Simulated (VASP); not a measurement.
# CuGe (Pm-3m) in VASP: further runs

The runs below take CuGe through single point, relaxation of cell and atoms, with PBE.

Program: VASP 6.6.1. These are calculated values, not measurements. Logs are shortened: lines on timing, memory, paths and dates and some standing lists are left out, and cuts for length are marked.

**1. The cell of the first run**

It takes space group Pm-3m (No. 221, cubic). Conventional cell: a = 3.151 Å, b = 3.151 Å, c = 3.151 Å, α = 90.00°, β = 90.00°, γ = 90.00°. Within 3.6 Å of Cu (site symmetry m-3m) lie 8 Ge at 2.73 Å and 6 Cu at 3.15 Å. Within 3.6 Å of Ge (site symmetry m-3m) lie 8 Cu at 2.73 Å and 6 Ge at 3.15 Å.

**2. Single point, PBE**

Input file INCAR:

```
SYSTEM = CuGe
ALGO = Normal ; EDIFF = 1E-6
ENCUT = 520 ; GGA = PE
ISIF = 2 ; ISMEAR = 0
LASPH = .TRUE. ; LCHARG = .FALSE.
LREAL = .FALSE. ; LWAVE = .FALSE.
NBANDS = 20 ; NELM = 60
PREC = Accurate ; SIGMA = 0.1
```

Input file KPOINTS:

```
k-points
0
G
  6 6 6
  0 0 0
```

Input file POSCAR:

```
CuGe
1.0
    3.1513714600      0.0000000000      0.0000000000
    0.0000000000      3.1513714600      0.0000000000
    0.0000000000      0.0000000000      3.1513714600
Cu Ge
1 1
Direct
    0.5000000000      0.5000000000      0.5000000000
    0.0000000000      0.0000000000      0.0000000000
```

Potentials or basis: VASP PAW PBE potentials, release 64 (Cu, Ge_d).

On the command line:

```sh
$ cat potpaw_PBE.64/Cu/POTCAR potpaw_PBE.64/Ge_d/POTCAR > POTCAR
$ mpirun -np 1 vasp_std > vasp.out
```

OUTCAR:

```text
SYSTEM = CuGe
   EDIFF = 1E-6
   ENCUT = 520
   GGA = PE
   ISIF = 2
   ISMEAR = 0
   LASPH = .TRUE.
   LREAL = .FALSE.
   NELM = 60
   PREC = Accurate

 ion  position               nearest neighbor table
   1  0.500  0.500  0.500-   2 2.73   2 2.73   2 2.73   2 2.73   2 2.73   2 2.73   2 2.73   2 2.73

   2  0.000  0.000  0.000-   1 2.73   1 2.73   1 2.73   1 2.73   1 2.73   1 2.73   1 2.73   1 2.73

  LATTYP: Found a simple cubic cell.
 ALAT       =     3.1513714600

  Lattice vectors:

 A1 = (   3.1513714600,   0.0000000000,   0.0000000000)
 A2 = (   0.0000000000,   3.1513714600,   0.0000000000)
 A3 = (   0.0000000000,   0.0000000000,   3.1513714600)

Analysis of symmetry for initial positions (statically):
=====================================================================
 Subroutine PRICEL returns:
 Original cell was already a primitive cell.

 Routine SETGRP: Setting up the symmetry group for a
 simple cubic supercell.

 Subroutine GETGRP returns: Found 48 space group operations
 (whereof 48 operations were pure point group operations)
 out of a pool of 48 trial point group operations.

The static configuration has the point symmetry O_h .

Analysis of symmetry for dynamics (positions and initial velocities):
=====================================================================
 Subroutine PRICEL returns:
 Original cell was already a primitive cell.

 Routine SETGRP: Setting up the symmetry group for a
 simple cubic supercell.

 Subroutine GETGRP returns: Found 48 space group operations
 (whereof 48 operations were pure point group operations)
 out of a pool of 48 trial point group operations.

The dynamic configuration has the point symmetry O_h .

 Subroutine INISYM returns: Found 48 space group operations
 (whereof 48 operations are pure point group operations),
 and found     1 'primitive' translations

----------------------------------------------------------------------------------------

                                     Primitive cell

  volume of cell :      31.2967

  direct lattice vectors                    reciprocal lattice vectors
     3.151371460  0.000000000  0.000000000     0.317322160  0.000000000  0.000000000
     0.000000000  3.151371460  0.000000000     0.000000000  0.317322160  0.000000000
     0.000000000  0.000000000  3.151371460     0.000000000  0.000000000  0.317322160

  length of vectors
     3.151371460  3.151371460  3.151371460     0.317322160  0.317322160  0.317322160

  position of ions in fractional coordinates (direct lattice)
     0.500000000  0.500000000  0.500000000
     0.000000000  0.000000000  0.000000000

  ion indices of the primitive-cell ions
   primitive index   ion index
                 1           1
                 2           2

----------------------------------------------------------------------------------------

 KPOINTS: k-points

Automatic generation of k-mesh.
 Grid dimensions read from file:
 generate k-points for:    6    6    6

 Generating k-lattice:

  Cartesian coordinates                     Fractional coordinates (reciprocal lattice)
     0.052887027  0.000000000  0.000000000     0.166666667  0.000000000  0.000000000
     0.000000000  0.052887027  0.000000000     0.000000000  0.166666667  0.000000000
     0.000000000  0.000000000  0.052887027     0.000000000  0.000000000  0.166666667

  Length of vectors
     0.052887027  0.052887027  0.052887027

  Shift w.r.t. Gamma in fractional coordinates (k-lattice)
     0.000000000  0.000000000  0.000000000

 Subroutine IBZKPT returns following result:
 ===========================================

 Found     20 irreducible k-points:

 Following reciprocal coordinates:
            Coordinates               Weight
  0.000000  0.000000  0.000000      1.000000
  0.166667  0.000000  0.000000      6.000000
  0.333333  0.000000  0.000000      6.000000
  0.500000  0.000000  0.000000      3.000000
  0.166667  0.166667  0.000000     12.000000
  0.333333  0.166667  0.000000     24.000000
[... 12 lines left out ...]
  0.500000  0.500000  0.333333      6.000000
  0.500000  0.500000  0.500000      1.000000
   k-points           NKPTS =     20   k-points in BZ     NKDIM =     20   number of bands    NBANDS=     20
   number of dos      NEDOS =    301   number of ions     NIONS =      2
   total plane-waves  NPLWV =  13824
   dimension x,y,z NGX =    24 NGY =   24 NGZ =   24
   dimension x,y,z NGXF=    48 NGYF=   48 NGZF=   48
   ions per type =               1   1
   NGX,Y,Z   is equivalent  to a cutoff of  12.66, 12.66, 12.66 a.u.
   NGXF,Y,Z  is equivalent  to a cutoff of  25.32, 25.32, 25.32 a.u.
 SYSTEM =  CuGe
   PREC   = accura    normal or accurate (medium, high low for compatibility)
   ISTART =      0    job   : 0-new  1-cont  2-samecut
   ICHARG =      2    charge: 1-file 2-atom 10-const
   ISPIN  =      1    spin polarized calculation?
   LNONCOLLINEAR =      F non collinear calculations
   LSORBIT =      F    spin-orbit coupling
   LASPH  =      T    aspherical Exc in radial PAW
   ENCUT  =  520.0 eV  38.22 Ry    6.18 a.u.   5.86  5.86  5.86*2*pi/ulx,y,z
   NELM   =     60;   NELMIN=  2; NELMDL= -5     # of ELM steps
   EDIFF  = 0.1E-05   stopping-criterion for ELM
   LREAL  =      F    real-space projection
   EDIFFG = 0.1E-04   stopping-criterion for IOM
   NSW    =      0    number of steps for IOM
   IBRION =     -1    ionic relax: 0-MD 1-quasi-New 2-CG
   NFREE  =      0    steps in history (QN), initial steepest desc. (CG)
   ISIF   =      2    stress and relaxation
   ISYM   =      2    0-nonsym 1-usesym 2-fastsym
   POTIM  = 0.5000    time-step for ionic-motion
   TEBEG  =    0.0;   TEEND  =   0.0 temperature during run
   PSTRESS=    0.0 pullay stress
   NELECT =      25.0000    total number of electrons
   NUPDOWN=      -1.0000    fix difference up-down
   EMIN   =  10.00;   EMAX   =-10.00  energy-range for DOS
   EFERMI =   0.00;   METHOD = LEGACY
   ISMEAR =     0;   SIGMA  =   0.10  broadening in eV -4-tet -1-fermi 0-gaus
   EFERMI_NEDOS =   21; number of points for ismear=-14 and -15
   IALGO  =     38    algorithm
   IMIX   =      4    mixing-type and parameters
     AMIX     =   0.40;   BMIX     =  1.00
     AMIX_MAG =   1.60;   BMIX_MAG =  1.00
  volume/ion in A,a.u.               =      15.65       105.60
  Fermi-wavevector in a.u.,A,eV,Ry     =   1.518991  2.870477 31.393185  2.307334
  Thomas-Fermi vector in A             =   2.628037
   LORBIT       =      0    0 simple, 1 ext, 2 COOP (PROOUT), +10 PAW based schemes
   GGA     = PE    functional components
   LHFCALC =     F    Hartree Fock is set to
   AEXX    =    0.0000 exact exchange contribution
   IVDW    =     0    specifies the selected vdW correction
   LEPSILON=     F    determine dielectric tensor
   LRPA    =     F    only Hartree local field effects (RPA)
 non-spin polarized calculation
 Gauss-broadening in eV      SIGMA  =   0.10
  energy-cutoff  :      520.00
  volume of cell :       31.30
 maximum number of plane-waves:       868
 NGX is ok and might be reduce to    24
   NGX = 11   NGY = 11   NGZ = 11

 number of electron      25.0000054 magnetization

 Free energy of the ion-electron system (eV)
  ---------------------------------------------------
  ext. energy  EPLUGINS =         0.00000000
  ---------------------------------------------------
  free energy    TOTEN  =        -7.81659422 eV

  energy without entropy =       -7.80958465  energy(sigma->0) =       -7.81308943

 E-fermi :   7.0389     XC(G=0): -11.7550

 val. band max:        7.0117423476   @ k =   0.3333   0.3333   0.3333
 cond. band min:       7.1752494262   @ k =   0.1667   0.1667   0.0000
 fundamental gap:      0.1635070786
 Fermi energy:         7.0388544786

 k-point     1 :       0.0000    0.0000    0.0000
  band No.  band energies     occupation
      1     -17.5408      2.00000
      2     -17.5408      2.00000
      3     -17.4843      2.00000
      4     -17.4843      2.00000
      5     -17.4843      2.00000
      6      -5.0700      2.00000
[... 12 lines left out ...]
     19      23.8520      0.00000
     20      23.8520      0.00000

 k-point     2 :       0.1667    0.0000    0.0000
  band No.  band energies     occupation
      1     -17.5399      2.00000
      2     -17.5267      2.00000
      3     -17.4887      2.00000
      4     -17.4887      2.00000
      5     -17.4837      2.00000
      6      -4.6702      2.00000
[... 12 lines left out ...]
     19      21.1868      0.00000
     20      21.7844      0.00000

 k-point     3 :       0.3333    0.0000    0.0000
  band No.  band energies     occupation
      1     -17.5380      2.00000
      2     -17.4987      2.00000
      3     -17.4975      2.00000
      4     -17.4975      2.00000
      5     -17.4826      2.00000
      6      -3.5334      2.00000
[... 12 lines left out ...]
     19      18.3434      0.00000
     20      20.6912      0.00000

 k-point     4 :       0.5000    0.0000    0.0000
  band No.  band energies     occupation
      1     -17.5371      2.00000
      2     -17.5019      2.00000
      3     -17.5019      2.00000
      4     -17.4848      2.00000
      5     -17.4821      2.00000
      6      -2.4207      2.00000
[... 12 lines left out ...]
     19      16.4944      0.00000
     20      19.3705      0.00000

 k-point     5 :       0.1667    0.1667    0.0000
  band No.  band energies     occupation
      1     -17.5326      2.00000
      2     -17.5191      2.00000
      3     -17.4936      2.00000
      4     -17.4884      2.00000
      5     -17.4880      2.00000
      6      -4.2764      2.00000
[... 12 lines left out ...]
     19      20.6269      0.00000
     20      21.9753      0.00000
[... 261 lines left out ...]
      6      -0.8315      2.00000
[... 12 lines left out ...]
     19      25.9651      0.00000
     20      25.9651      0.00000

 k-point    18 :       0.5000    0.3333    0.3333
  band No.  band energies     occupation
      1     -17.5192      2.00000
      2     -17.5178      2.00000
      3     -17.5122      2.00000
      4     -17.4727      2.00000
      5     -17.4585      2.00000
      6      -0.0046      2.00000
[... 12 lines left out ...]
     19      26.8625      0.00000
     20      27.5427      0.00000

 k-point    19 :       0.5000    0.5000    0.3333
  band No.  band energies     occupation
      1     -17.5242      2.00000
      2     -17.5175      2.00000
      3     -17.5175      2.00000
      4     -17.4653      2.00000
      5     -17.4507      2.00000
      6       0.7953      2.00000
[... 12 lines left out ...]
     19      28.2564      0.00000
     20      30.8389      0.00000

 k-point    20 :       0.5000    0.5000    0.5000
  band No.  band energies     occupation
      1     -17.5230      2.00000
      2     -17.5230      2.00000
      3     -17.5230      2.00000
      4     -17.4504      2.00000
      5     -17.4504      2.00000
      6       2.3774      2.00000
[... 12 lines left out ...]
     19      33.8600      0.00000
     20      33.8600      0.00000

------------------------ aborting loop because EDIFF is reached ----------------------------------------

  FORCE on cell =-STRESS in cart. coord.  units (eV):
  Direction    XX          YY          ZZ          XY          YZ          ZX
  --------------------------------------------------------------------------------------
  -------------------------------------------------------------------------------------
  Total       -0.1265736     -0.1265736     -0.1265736     -0.0000000     -0.0000000     -0.0000000
  in kB       -6.4796986     -6.4796986     -6.4796986     -0.0000000     -0.0000000     -0.0000000
  external PRESSURE =      -6.4796986 kB  Pullay stress =       0.0000000 kB

 VOLUME and BASIS-vectors are now :
 -----------------------------------------------------------------------------
  energy-cutoff  :      520.00
  volume of cell :       31.30
      direct lattice vectors                 reciprocal lattice vectors
     3.151371460  0.000000000  0.000000000     0.317322160  0.000000000  0.000000000
     0.000000000  3.151371460  0.000000000     0.000000000  0.317322160  0.000000000
     0.000000000  0.000000000  3.151371460     0.000000000  0.000000000  0.317322160

 POSITION                                       TOTAL-FORCE (eV/Angst)
 -----------------------------------------------------------------------------------
      1.57569      1.57569      1.57569         0.000000      0.000000      0.000000
      0.00000      0.00000      0.00000         0.000000      0.000000      0.000000
 -----------------------------------------------------------------------------------
    total drift:                                0.000000      0.000000     -0.000000

  FREE ENERGIE OF THE ION-ELECTRON SYSTEM (eV)
  ---------------------------------------------------
  free  energy   TOTEN  =        -7.8165942208 eV

  energy  without entropy=       -7.8095846475  energy(sigma->0) =       -7.81308943
```

Wall time 5.7 s (1 thread of Intel Xeon Platinum 8488C (Sapphire Rapids), shared host); peak memory 0.14 GiB.

Results:

* Free energy: -7.8166 eV
* Pressure: -0.6 GPa

**3. Single point, PBE**

This run uses another cell than the first one, of 15.34 Å³/atom, 0.981 times its volume.

Input file INCAR:

```
  PREC = Accurate
  ENCUT = 520
  EDIFF = 1E-6
  ISMEAR = 0
  SIGMA = 0.1
  LREAL = F
  LASPH = T
  NELM = 100
  ALGO = Normal
  ISIF = 2
  LWAVE = F
  LCHARG = T
  GGA = PE
  LELF = T
  LVHAR = T
  NBANDS = 20
```

Input file KPOINTS:

```
Automatic mesh
0
Gamma
  18 18 18
```

Input file POSCAR:

```
CuGe
1.0
    3.1307619886      0.0000000000      0.0000000000
    0.0000000000      3.1307619886      0.0000000000
    0.0000000000      0.0000000000      3.1307619886
Cu Ge
1 1
Direct
    0.5000000000      0.5000000000      0.5000000000
    0.0000000000      0.0000000000      0.0000000000
```

Potentials or basis: VASP PAW PBE potentials, release 64 (Cu, Ge_d).

On the command line:

```sh
$ cat potpaw_PBE.64/Cu/POTCAR potpaw_PBE.64/Ge_d/POTCAR > POTCAR
$ mpirun -np 1 vasp_std > vasp.out
```

Run time: 40 s. Hardware: 1 thread of Intel Xeon Platinum 8488C (Sapphire Rapids), shared host; peak memory 0.24 GiB.

The run converged. Its results:

| Property | Result |
| --- | --- |
| Free energy | -7.8214 eV |
| Pressure | 0.3 GPa |

Levels at points of the mesh, in eV from the Fermi level:
```csv
k point,band 9,band 10,band 11,band 12,band 13,band 14,band 15,band 16
"(0.00, 0.00, 0.00)",-2.93,-2.93,-2.93,2.09,2.09,2.09,4.87,7.47
"(0.50, 0.00, 0.00)",-3.42,-3.42,-2.91,-2.46,5.35,5.35,7.91,8.77
"(0.50, 0.50, 0.00)",-3.76,-3.18,-3.18,-2.65,-1.94,-0.15,6.12,11.48
"(0.50, 0.50, 0.50)",-4.70,-2.64,-2.64,0.92,0.92,0.92,1.86,1.86
```

**4. Relaxation of cell and atoms, PBE**

Input file INCAR:

```
PREC = Accurate
ENCUT = 600
EDIFF = 1E-6
ISMEAR = 0
SIGMA = 0.1
LREAL = F
LASPH = T
NELM = 60
ALGO = Normal
ISIF = 3
LWAVE = F
LCHARG = F
GGA = PE
IBRION = 2
NSW = 100
EDIFFG = -0.01
```

Input file KPOINTS:

```
regular mesh
0
Gamma
  18 18 18
```

Input file POSCAR:

```
CuGe
1.0
    3.1513714600      0.0000000000      0.0000000000
    0.0000000000      3.1513714600      0.0000000000
    0.0000000000      0.0000000000      3.1513714600
Cu Ge
1 1
Direct
    0.5000000000      0.5000000000      0.5000000000
    0.0000000000      0.0000000000      0.0000000000
```

On the command line:

```sh
$ cat potpaw_PBE.64/Cu/POTCAR potpaw_PBE.64/Ge_d/POTCAR > POTCAR
$ mpirun -np 1 vasp_std > vasp.out
```

Wall time 2.2 min (1 thread of Intel Xeon Platinum 8488C (Sapphire Rapids), shared host); peak memory 0.28 GiB.

The run converged. Its results:

```
Free energy                            : -7.8216 eV
Relaxed volume                         : 15.38 Å³/atom
Relaxed cell                           : a = 3.133 Å, b = 3.133 Å, c = 3.133 Å, α = 90.00°, β = 90.00°, γ = 90.00°
Space group after relaxing (to 0.05 Å) : Pm-3m (No. 221)
Energy gained by relaxing              : 1.3 meV/atom
Ionic steps                            : 3
Pressure after relaxing                : -0.1 GPa
```

Step by step:
```
step  energy change (eV)  largest force (eV/Å)  pressure (GPa)  volume (Å³)
   1              0.0000                0.0000           -1.54        31.30
   2             -0.0024                0.0000            0.44        30.62
   3             -0.0026                0.0000           -0.07        30.76
```

Final structure:
```
Cu Ge
1.0
     3.13334    0.00000    0.00000
     0.00000    3.13334    0.00000
     0.00000    0.00000    3.13334
Cu Ge
1 1
Direct
  0.50000 0.50000 0.50000
  0.00000 0.00000 0.00000
```

Levels at points of the mesh, in eV from the Fermi level:
```
           k point  band 9  band 10  band 11  band 12  band 13  band 14  band 15  band 16
(0.00, 0.00, 0.00)   -2.93    -2.93    -2.93     2.09     2.09     2.09     4.85     7.47
(0.50, 0.00, 0.00)   -3.41    -3.41    -2.90    -2.45     5.34     5.34     7.89     8.76
(0.50, 0.50, 0.00)   -3.75    -3.17    -3.17    -2.64    -1.94    -0.15     6.11    11.47
(0.50, 0.50, 0.50)   -4.70    -2.63    -2.63     0.92     0.92     0.92     1.86     1.86
```

**5. Summary**

| task | cell | k mesh | cutoff (eV) | gap on the mesh (eV) | pressure (GPa) |
| --- | --- | --- | --- | --- | --- |
| single point | a = 3.151 Å, 2 atoms | 6 × 6 × 6 | 520 | none | -0.6 |
| single point | a = 3.131 Å, 2 atoms | 18 × 18 × 18 | 520 | none | 0.3 |
| relaxation of cell and atoms | relaxed from a = 3.151 Å, 2 atoms | 18 × 18 × 18 | 600 | none | -0.1 |

Alike in all rows: level PBE; potentials or basis VASP PAW PBE potentials, release 64 (Cu, Ge_d); no spin polarisation; smearing gaussian 0.1 eV.

Total energies depend on the potentials used, so only differences within one code and one set of settings carry meaning.
